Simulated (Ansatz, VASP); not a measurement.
**SiGe in VASP and in Ansatz**

Contents of INCAR:

```
SYSTEM = SiGe
PREC     = Accurate       ! precision mode
ENCUT    = 600            ! plane-wave cutoff, eV
EDIFF    = 1E-6           ! SCF threshold, eV
ISMEAR   = 0              ! smearing method
SIGMA    = 0.02           ! smearing width, eV
LREAL    = .FALSE.        ! projectors in reciprocal space
LASPH    = .TRUE.         ! aspherical terms in the spheres
NELM     = 60             ! most SCF steps
ALGO     = Normal         ! electronic algorithm
ISIF     = 3              ! what is computed and relaxed
LWAVE    = .FALSE.        ! write WAVECAR
LCHARG   = .FALSE.        ! write CHGCAR
GGA      = PS             ! functional
IBRION   = 2              ! ionic algorithm
NSW      = 100            ! ionic steps
EDIFFG   = -0.005         ! ionic threshold
```

Contents of KPOINTS:

```
regular mesh
0
G
  12 12 6
  0 0 0
```

POSCAR

```
SiGe
1.0
    3.9044512986      0.0000000000      0.0000000000
   -1.9522256493      3.3813540124      0.0000000000
    0.0000000000      0.0000000000      6.4507830000
Si Ge
2 2
Direct
    0.6666666700      0.3333333300      0.8746070000
    0.3333333300      0.6666666700      0.3746070000
    0.6666666700      0.3333333300      0.5003920000
    0.3333333300      0.6666666700      0.0003920000
```

Input for Ansatz:

```yaml
crystal:
  lattice:
    - [3.9044512986, 0.0, 0.0]
    - [-1.9522256493, 3.3813540124, 0.0]
    - [0.0, 0.0, 6.450783]
  atoms:
    - { symbol: Si, position: [0.66666667, 0.33333333, 0.874607] }
    - { symbol: Si, position: [0.33333333, 0.66666667, 0.374607] }
    - { symbol: Ge, position: [0.66666667, 0.33333333, 0.500392] }
    - { symbol: Ge, position: [0.33333333, 0.66666667, 0.000392] }
basis:
  ecutwfc: 420
kpoints:
  mp_grid: { grid: [12, 12, 6] }
hamiltonian:
  xc: pbesol
  pseudopotentials: { kind: paw, azcp: { folder: soft_1 } }
scf:
  occupations: { method: gaussian, width: 0.02 }
output:
  forces: true
  stress: true
  eigenvalues: true
relax:
  adjacent_minimum: "off"
  f_tol: 0.005
  max_steps: 80
  cell: { stress_tol: 0.05 }
```

Alike in both runs: task relaxation of cell and atoms; functional PBEsol; k mesh 12 × 12 × 6; occupations gaussian, width 0.02 eV; no spin polarisation.

```csv
,VASP,Ansatz
version,VASP 6.6.1,Ansatz 0.2.0
potentials or method,"VASP PAW PBE potentials, release 64 (Si, Ge_d), cutoff 600 eV","scalar-relativistic, plane waves, PAW"
valence electrons in the cell,36,36
```

```tsv
	VASP	Ansatz	Ansatz less VASP
gap on the k mesh at the Fermi level, each at its own relaxed structure (eV)	0.35	0.35	+0.001
relaxed volume (Å³/atom)	21.22	21.22	+0.002
relaxed cell length with the largest relative difference (Å)	6.442	6.443	+0.0007
```

VASP's potentials were made for PBE, not for PBEsol, and Ansatz warns of the same on its side.
